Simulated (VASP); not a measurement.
Runs of VASP 6.6.1 on Si. The structure is that of space group I4_1/amd (No. 141), or close to it. The cells are those of the table. 

```tsv
cell	gap on the mesh (eV)	pressure (GPa)
a = 3.699, b = 3.699, c = 3.542 Å, angles 61.4, 61.4, 57.2°, 2 atoms	-	22.0
a = 3.619, b = 3.619, c = 3.696 Å, angles 59.3, 59.3, 61.4°, 2 atoms	-	22.0
a = 3.862, b = 3.862, c = 3.542 Å, angles 62.7, 62.7, 54.6°, 2 atoms	none	8.9
a = 3.780, b = 3.780, c = 3.542 Å, angles 62.1, 62.1, 55.9°, 2 atoms	none	14.9
a = 3.773, b = 3.773, c = 3.850 Å, angles 59.3, 59.3, 61.3°, 2 atoms	0.30	(a)
a = 3.699, b = 3.699, c = 3.850 Å, angles 58.6, 58.6, 62.7°, 2 atoms	none	(b)
```

Alike in all rows: task single point; level r2SCAN; potentials or basis VASP PAW PBE potentials, release 64 (Si); no spin polarisation; k mesh 8 × 8 × 8; cutoff (eV) 520; smearing gaussian 0.05 eV.

Fill in the values left out.

(a) 4.0; (b) 9.0.

Caveats: the cell stands under pressure; the PAW data sets were made with another functional, which shifts forces and pressure a little; semilocal functionals underestimate gaps, so a narrow gap can read as zero (at least some runs).

A k mesh can miss the band edges.

A gap of «none» marks levels without a gap at the run's occupations.
